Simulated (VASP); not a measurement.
# Be3Te4 in VASP: a series of runs

Be3Te4 is run at these levels: PBE; tasks: single point, relaxation of cell and atoms.

All numbers are computed with VASP 6.6.1; they aren't measurements. Logs are shortened: lines on timing, memory, paths and dates and some standing lists are left out, and cuts for length are marked.

### Step 1. The cell of the first run

The structure is tetragonal, space group P-4m2 (No. 115). The conventional cell has a = 3.932 Å, b = 3.932 Å, c = 11.124 Å, α = 90.00°, β = 90.00°, γ = 90.00°. Be (site symmetry 2mm) has 4 Te at 2.41 to 2.45 Å within 3.2 Å. Be (site symmetry -4m2) has 4 Te at 2.42 Å within 3.2 Å. Within 3.2 Å of Te (site symmetry 2mm) lie 2 Be at 2.41 Å. Te (site symmetry 2mm) has 4 Be at 2.42 to 2.45 Å within 3.2 Å.

### Step 2. Single point, PBE

File INCAR:

```
  PREC = Accurate
  ENCUT = 600
  EDIFF = 1E-6
  ISMEAR = 0
  SIGMA = 0.1
  LREAL = F
  LASPH = T
  NELM = 120
  ALGO = Normal
  ISIF = 2
  LWAVE = F
  LCHARG = F
  GGA = PE
  NBANDS = 24
  GGA_COMPAT = F
```

File KPOINTS:

```
Automatic mesh
0
Gamma
  4 4 2
```

File POSCAR:

```
Be3Te4
1.0
    3.9322998495      0.0000000000      0.0000000000
    0.0000000000      3.9322998495      0.0000000000
    0.0000000000      0.0000000000     11.1239655623
Be Te
3 4
Direct
    0.5000000000      0.5000000000      0.2582021599
    0.5000000000      0.5000000000      0.7417978401
    0.0000000000      0.0000000000      0.0000000000
    0.5000000000      0.0000000000      0.3830610346
    0.0000000000      0.5000000000      0.6169389654
    0.5000000000      0.0000000000      0.8726272309
    0.0000000000      0.5000000000      0.1273727691
```

Potentials or basis: VASP PAW PBE potentials, release 64 (Be, Te).

Command:

```
cat potpaw_PBE.64/Be/POTCAR potpaw_PBE.64/Te/POTCAR > POTCAR
mpirun -np 1 vasp_std > vasp.out
```

OUTCAR:

```text
PREC = Accurate
   ENCUT = 600
   EDIFF = 1E-6
   ISMEAR = 0
   LREAL = F
   LASPH = T
   NELM = 120
   ISIF = 2
   GGA = PE

 ion  position               nearest neighbor table
   1  0.500  0.500  0.258-   4 2.41   4 2.41   7 2.45   7 2.45
   2  0.500  0.500  0.742-   5 2.41   5 2.41   6 2.45   6 2.45
   3  0.000  0.000  0.000-   6 2.42   7 2.42   7 2.42   6 2.42
   4  0.500  0.000  0.383-   1 2.41   1 2.41
   5  0.000  0.500  0.617-   2 2.41   2 2.41
   6  0.500  0.000  0.873-   3 2.42   3 2.42   2 2.45   2 2.45
   7  0.000  0.500  0.127-   3 2.42   3 2.42   1 2.45   1 2.45

  LATTYP: Found a simple tetragonal cell.
 ALAT       =     3.9322998495
 C/A-ratio  =     2.8288701239

  Lattice vectors:

 A1 = (   3.9322998495,   0.0000000000,   0.0000000000)
 A2 = (   0.0000000000,   3.9322998495,   0.0000000000)
 A3 = (   0.0000000000,   0.0000000000,  11.1239655623)

Analysis of symmetry for initial positions (statically):
=====================================================================
 Subroutine PRICEL returns:
 Original cell was already a primitive cell.

 Routine SETGRP: Setting up the symmetry group for a
 simple tetragonal supercell.

 Subroutine GETGRP returns: Found  8 space group operations
 (whereof  8 operations were pure point group operations)
 out of a pool of 16 trial point group operations.

The static configuration has the point symmetry D_2d.

Analysis of symmetry for dynamics (positions and initial velocities):
=====================================================================
 Subroutine PRICEL returns:
 Original cell was already a primitive cell.

 Routine SETGRP: Setting up the symmetry group for a
 simple tetragonal supercell.

 Subroutine GETGRP returns: Found  8 space group operations
 (whereof  8 operations were pure point group operations)
 out of a pool of 16 trial point group operations.

The dynamic configuration has the point symmetry D_2d.

 Subroutine INISYM returns: Found  8 space group operations
 (whereof  8 operations are pure point group operations),
 and found     1 'primitive' translations

----------------------------------------------------------------------------------------

                                     Primitive cell

  volume of cell :     172.0097

  direct lattice vectors                    reciprocal lattice vectors
     3.932299850  0.000000000  0.000000000     0.254304107  0.000000000  0.000000000
     0.000000000  3.932299850  0.000000000     0.000000000  0.254304107  0.000000000
     0.000000000  0.000000000 11.123965562     0.000000000  0.000000000  0.089895999

  length of vectors
     3.932299850  3.932299850 11.123965562     0.254304107  0.254304107  0.089895999

  position of ions in fractional coordinates (direct lattice)
     0.500000000  0.500000000  0.258202160
     0.500000000  0.500000000  0.741797840
     0.000000000  0.000000000  0.000000000
     0.500000000  0.000000000  0.383061035
     0.000000000  0.500000000  0.616938965
     0.500000000  0.000000000  0.872627231
     0.000000000  0.500000000  0.127372769

  ion indices of the primitive-cell ions
   primitive index   ion index
                 1           1
                 2           2
                 3           3
                 4           4
                 5           5
                 6           6
                 7           7

----------------------------------------------------------------------------------------

 KPOINTS: Automatic mesh

Automatic generation of k-mesh.
 Grid dimensions read from file:
 generate k-points for:    4    4    2

 Generating k-lattice:

  Cartesian coordinates                     Fractional coordinates (reciprocal lattice)
     0.063576027  0.000000000  0.000000000     0.250000000  0.000000000  0.000000000
     0.000000000  0.063576027  0.000000000     0.000000000  0.250000000  0.000000000
     0.000000000  0.000000000  0.044948000     0.000000000  0.000000000  0.500000000

  Length of vectors
     0.063576027  0.063576027  0.044948000

  Shift w.r.t. Gamma in fractional coordinates (k-lattice)
     0.000000000  0.000000000  0.000000000

 Subroutine IBZKPT returns following result:
 ===========================================

 Found     12 irreducible k-points:

 Following reciprocal coordinates:
            Coordinates               Weight
  0.000000  0.000000  0.000000      1.000000
  0.250000  0.000000  0.000000      4.000000
  0.500000  0.000000  0.000000      2.000000
  0.250000  0.250000  0.000000      4.000000
  0.500000  0.250000  0.000000      4.000000
  0.500000  0.500000  0.000000      1.000000
  0.000000  0.000000  0.500000      1.000000
  0.250000  0.000000  0.500000      4.000000
  0.500000  0.000000  0.500000      2.000000
  0.250000  0.250000  0.500000      4.000000
  0.500000  0.250000  0.500000      4.000000
  0.500000  0.500000  0.500000      1.000000
   k-points           NKPTS =     12   k-points in BZ     NKDIM =     12   number of bands    NBANDS=     24
   number of dos      NEDOS =    301   number of ions     NIONS =      7
   total plane-waves  NPLWV =  92160
   dimension x,y,z NGX =    32 NGY =   32 NGZ =   90
   dimension x,y,z NGXF=    64 NGYF=   64 NGZF=  180
   ions per type =               3   4
   NGX,Y,Z   is equivalent  to a cutoff of  13.53, 13.53, 13.45 a.u.
   NGXF,Y,Z  is equivalent  to a cutoff of  27.06, 27.06, 26.90 a.u.
 SYSTEM =  unknown system
   PREC   = accura    normal or accurate (medium, high low for compatibility)
   ISTART =      0    job   : 0-new  1-cont  2-samecut
   ICHARG =      2    charge: 1-file 2-atom 10-const
   ISPIN  =      1    spin polarized calculation?
   LNONCOLLINEAR =      F non collinear calculations
   LSORBIT =      F    spin-orbit coupling
   LASPH  =      T    aspherical Exc in radial PAW
   ENCUT  =  600.0 eV  44.10 Ry    6.64 a.u.   7.85  7.85 22.22*2*pi/ulx,y,z
   NELM   =    120;   NELMIN=  2; NELMDL= -5     # of ELM steps
   EDIFF  = 0.1E-05   stopping-criterion for ELM
   LREAL  =      F    real-space projection
   EDIFFG = 0.1E-04   stopping-criterion for IOM
   NSW    =      0    number of steps for IOM
   IBRION =     -1    ionic relax: 0-MD 1-quasi-New 2-CG
   NFREE  =      0    steps in history (QN), initial steepest desc. (CG)
   ISIF   =      2    stress and relaxation
   ISYM   =      2    0-nonsym 1-usesym 2-fastsym
   POTIM  = 0.5000    time-step for ionic-motion
   TEBEG  =    0.0;   TEEND  =   0.0 temperature during run
   PSTRESS=    0.0 pullay stress
   NELECT =      30.0000    total number of electrons
   NUPDOWN=      -1.0000    fix difference up-down
   EMIN   =  10.00;   EMAX   =-10.00  energy-range for DOS
   EFERMI =   0.00;   METHOD = LEGACY
   ISMEAR =     0;   SIGMA  =   0.10  broadening in eV -4-tet -1-fermi 0-gaus
   EFERMI_NEDOS =   21; number of points for ismear=-14 and -15
   IALGO  =     38    algorithm
   IMIX   =      4    mixing-type and parameters
     AMIX     =   0.40;   BMIX     =  1.00
     AMIX_MAG =   1.60;   BMIX_MAG =  1.00
  volume/ion in A,a.u.               =      24.57       165.83
  Fermi-wavevector in a.u.,A,eV,Ry     =   0.914670  1.728475 11.382915  0.836621
  Thomas-Fermi vector in A             =   2.039323
   LORBIT       =      0    0 simple, 1 ext, 2 COOP (PROOUT), +10 PAW based schemes
   GGA     = PE    functional components
   LHFCALC =     F    Hartree Fock is set to
   AEXX    =    0.0000 exact exchange contribution
   IVDW    =     0    specifies the selected vdW correction
   LEPSILON=     F    determine dielectric tensor
   LRPA    =     F    only Hartree local field effects (RPA)
 non-spin polarized calculation
 Gauss-broadening in eV      SIGMA  =   0.10
  energy-cutoff  :      600.00
  volume of cell :      172.01
 maximum number of plane-waves:      5772
 NGX is ok and might be reduce to    32
   NGX = 15   NGY = 15   NGZ = 45

 number of electron      29.9999995 magnetization

 Free energy of the ion-electron system (eV)
  ---------------------------------------------------
  ext. energy  EPLUGINS =         0.00000000
  ---------------------------------------------------
  free energy    TOTEN  =       -24.85715854 eV

  energy without entropy =      -24.84113224  energy(sigma->0) =      -24.84914539

 E-fermi :   4.5758     XC(G=0):  -9.0044

 val. band max:        4.5744420573   @ k =   0.2500   0.2500   0.5000
 cond. band min:       4.5820048988   @ k =   0.5000   0.0000   0.0000
 fundamental gap:      0.0075628415
 Fermi energy:         4.5757685783

 k-point     1 :       0.0000    0.0000    0.0000
  band No.  band energies     occupation
      1      -7.5000      2.00000
      2      -6.7195      2.00000
      3      -6.3848      2.00000
      4      -5.3667      2.00000
      5      -0.0116      2.00000
      6       2.2224      2.00000
[... 16 lines left out ...]
     23       9.1938      0.00000
     24       9.3537      0.00000

 k-point     2 :       0.2500    0.0000    0.0000
  band No.  band energies     occupation
      1      -7.1178      2.00000
      2      -6.4574      2.00000
      3      -6.1005      2.00000
      4      -5.3628      2.00000
      5       0.1507      2.00000
      6       0.5929      2.00000
[... 16 lines left out ...]
     23      10.5348      0.00000
     24      10.6453      0.00000

 k-point     3 :       0.5000    0.0000    0.0000
  band No.  band energies     occupation
      1      -6.3498      2.00000
      2      -6.3489      2.00000
      3      -5.7291      2.00000
      4      -5.5621      2.00000
      5      -0.6157      2.00000
      6      -0.4997      2.00000
[... 16 lines left out ...]
     23       9.7901      0.00000
     24      10.6254      0.00000

 k-point     4 :       0.2500    0.2500    0.0000
  band No.  band energies     occupation
      1      -6.7587      2.00000
      2      -6.2082      2.00000
      3      -5.8254      2.00000
      4      -5.2808      2.00000
      5       0.2657      2.00000
      6       0.6912      2.00000
[... 16 lines left out ...]
     23      10.7844      0.00000
     24      11.0131      0.00000

 k-point     5 :       0.5000    0.2500    0.0000
  band No.  band energies     occupation
      1      -6.0852      2.00000
      2      -6.0849      2.00000
      3      -5.4488      2.00000
      4      -5.3480      2.00000
      5      -0.1982      2.00000
      6      -0.1805      2.00000
[... 16 lines left out ...]
     23      10.1803      0.00000
     24      10.5466      0.00000

 k-point     6 :       0.5000    0.5000    0.0000
  band No.  band energies     occupation
      1      -5.7662      2.00000
      2      -5.7662      2.00000
      3      -5.1027      2.00000
      4      -5.1027      2.00000
      5      -0.2809      2.00000
      6      -0.2241      2.00000
[... 16 lines left out ...]
     23      10.7358      0.00000
     24      11.1646      0.00000

 k-point     7 :       0.0000    0.0000    0.5000
  band No.  band energies     occupation
      1      -7.4454      2.00000
      2      -6.9724      2.00000
      3      -5.9737      2.00000
      4      -5.6023      2.00000
      5       0.3448      2.00000
      6       1.2078      2.00000
[... 16 lines left out ...]
     23       9.6218      0.00000
     24       9.7795      0.00000

 k-point     8 :       0.2500    0.0000    0.5000
  band No.  band energies     occupation
      1      -7.0765      2.00000
      2      -6.6308      2.00000
      3      -5.8510      2.00000
      4      -5.4829      2.00000
      5       0.0422      2.00000
      6       0.4066      2.00000
[... 16 lines left out ...]
     23      10.4988      0.00000
     24      10.5578      0.00000

 k-point     9 :       0.5000    0.0000    0.5000
  band No.  band energies     occupation
      1      -6.3481      2.00000
      2      -6.3477      2.00000
      3      -5.7324      2.00000
      4      -5.5646      2.00000
      5      -0.3883      2.00000
      6      -0.3448      2.00000
[... 16 lines left out ...]
     23       9.8589      0.00000
     24      10.2478      0.00000

 k-point    10 :       0.2500    0.2500    0.5000
  band No.  band energies     occupation
      1      -6.7285      2.00000
      2      -6.3188      2.00000
      3      -5.6820      2.00000
      4      -5.3424      2.00000
      5       0.2172      2.00000
      6       0.6531      2.00000
[... 16 lines left out ...]
     23      10.6619      0.00000
     24      10.8149      0.00000

 k-point    11 :       0.5000    0.2500    0.5000
  band No.  band energies     occupation
      1      -6.0842      2.00000
      2      -6.0841      2.00000
      3      -5.4507      2.00000
      4      -5.3496      2.00000
      5      -0.1340      2.00000
      6      -0.0456      2.00000
[... 16 lines left out ...]
     23      11.0443      0.00000
     24      11.2697      0.00000

 k-point    12 :       0.5000    0.5000    0.5000
  band No.  band energies     occupation
      1      -5.7659      2.00000
      2      -5.7659      2.00000
      3      -5.1033      2.00000
      4      -5.1033      2.00000
      5      -0.2140      2.00000
      6      -0.1108      2.00000
[... 16 lines left out ...]
     23       8.9736      0.00000
     24      10.0102      0.00000

------------------------ aborting loop because EDIFF is reached ----------------------------------------

  FORCE on cell =-STRESS in cart. coord.  units (eV):
  Direction    XX          YY          ZZ          XY          YZ          ZX
  --------------------------------------------------------------------------------------
  -------------------------------------------------------------------------------------
  Total        0.2343338      0.2343338      0.0691827      0.0000000      0.0000000      0.0000000
  in kB        2.1826928      2.1826928      0.6443993      0.0000000      0.0000000      0.0000000
  external PRESSURE =       1.6699283 kB  Pullay stress =       0.0000000 kB

 VOLUME and BASIS-vectors are now :
 -----------------------------------------------------------------------------
  energy-cutoff  :      600.00
  volume of cell :      172.01
      direct lattice vectors                 reciprocal lattice vectors
     3.932299850  0.000000000  0.000000000     0.254304107  0.000000000  0.000000000
     0.000000000  3.932299850  0.000000000     0.000000000  0.254304107  0.000000000
     0.000000000  0.000000000 11.123965562     0.000000000  0.000000000  0.089895999

 POSITION                                       TOTAL-FORCE (eV/Angst)
 -----------------------------------------------------------------------------------
      1.96615      1.96615      2.87223         0.000000     -0.000000      0.017625
      1.96615      1.96615      8.25173         0.000000     -0.000000     -0.017625
      0.00000      0.00000      0.00000         0.000000      0.000000      0.000000
      1.96615      0.00000      4.26116         0.000000      0.000000      0.018582
      0.00000      1.96615      6.86281        -0.000000      0.000000     -0.018582
      1.96615      0.00000      9.70708        -0.000000      0.000000      0.036451
      0.00000      1.96615      1.41689         0.000000     -0.000000     -0.036451
 -----------------------------------------------------------------------------------
    total drift:                                0.000000      0.000000      0.000000

  FREE ENERGIE OF THE ION-ELECTRON SYSTEM (eV)
  ---------------------------------------------------
  free  energy   TOTEN  =       -24.8571585373 eV

  energy  without entropy=      -24.8411322391  energy(sigma->0) =      -24.84914539
```

Run time: 1.8 min. Hardware: 1 thread of Intel Xeon 8259CL, shared host; peak memory 0.3 GiB.

Results:

```
Free energy            : -24.8572 eV
Pressure               : 0.2 GPa
Largest force          : 0.036 eV/Å
Band gap on the k mesh : zero (bands 15 and 16 overlap by 2.10 eV)
```

Forces on the atoms (eV/Å):
```
Be   0.000  0.000  0.018
Be   0.000  0.000 -0.018
Be   0.000  0.000  0.000
Te   0.000  0.000  0.019
Te   0.000  0.000 -0.019
Te   0.000  0.000  0.036
Te   0.000  0.000 -0.036
```

Caveat: the k points lie up to 0.40 Å⁻¹ apart, too coarse for converged energies and pressures of a metal; spin-orbit coupling is left out, which moves the levels of the heavy elements.

(Part 1 of 3 ends here.)
